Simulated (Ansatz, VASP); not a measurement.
## One calculation of In, two programs

```
In
1.0
     3.36384    0.00000    0.00000
    -1.68192    2.91317    0.00000
     0.00000    0.00000   10.79971
In
4
Direct
  0.00000 0.00000 0.00000
  0.33333 0.66667 0.25000
  0.00000 0.00000 0.50000
  0.66667 0.33333 0.75000
```

Alike in both runs: task single point; functional r2SCAN; k mesh 8 × 8 × 3; occupations methfessel-paxton of order 1, width 0.15 eV; no spin polarisation.

```csv
,VASP,Ansatz
version,VASP 6.6.1,Ansatz 0.2.0
potentials or method,"VASP PAW PBE potentials, release 64 (In_d), cutoff 520 eV","plane waves, PAW"
valence electrons in the cell,52,52
```

```csv
,VASP,Ansatz,Ansatz less VASP
pressure (GPa),0.0,0.0,+0.01
"traceless stress, the component that is largest in VASP (GPa)",0.72,0.72,+0.005
```

VASP's potentials were made for PBE, not for r2SCAN.
